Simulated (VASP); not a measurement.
Runs of VASP 6.6.1 on GaN. The structure is that of space group F-43m (No. 216), or close to it. The cells are those of the table. 

| level | cell | k mesh | gap on the mesh (eV) | pressure (GPa) |
| --- | --- | --- | --- | --- |
| r2SCAN | a = 3.180 Å, angles 60.0°, 2 atoms | 10 × 10 × 10 | 2.16 | 1.1 |
| r2SCAN | a = 3.116 Å, angles 60.0°, 2 atoms | 8 × 8 × 8 | 2.57 | 15.2 |
| PBE | a = 3.184 Å, angles 60.0°, 2 atoms | 8 × 8 × 8 | 1.74 | 5.7 |
| r2SCAN | a = 3.212 Å, angles 60.0°, 2 atoms | 8 × 8 × 8 | 1.96 | -4.5 |
| r2SCAN | a = 3.148 Å, angles 60.0°, 2 atoms | 8 × 8 × 8 | 2.36 | 7.6 |
| r2SCAN | a = 3.180 Å, angles 60.0°, 2 atoms | 8 × 8 × 8 | 2.16 | 1.1 |
| PBE | a = 3.248 Å, angles 60.0°, 2 atoms | 8 × 8 × 8 | 1.36 | -4.6 |
| PBE | a = 3.279 Å, angles 60.0°, 2 atoms | 8 × 8 × 8 | (c) | (a) |
| PBE | a = 3.180 Å, angles 60.0°, 2 atoms | 10 × 10 × 10 | 1.76 | 6.3 |
| r2SCAN | a = 3.243 Å, angles 60.0°, 2 atoms | 8 × 8 × 8 | 1.77 | -9.1 |
| PBE | a = 3.151 Å, angles 60.0°, 2 atoms | 8 × 8 × 8 | 1.95 | 12.2 |
| PBE | a = 3.216 Å, angles 60.0°, 2 atoms | 8 × 8 × 8 | (b) | 0.1 |

Alike in all rows: task single point; potentials or basis VASP PAW PBE potentials, release 64 (Ga_d, N); no spin polarisation; cutoff (eV) 520; smearing gaussian 0.01 eV.

Q: Fill in the values left out.

A: (a) -8.6; (b) 1.55; (c) 1.17.

Caveats: the PAW data sets were made with another functional, which shifts forces and pressure a little (some runs).

A k mesh can miss the band edges, and the runs leave out spin-orbit coupling on Ga.
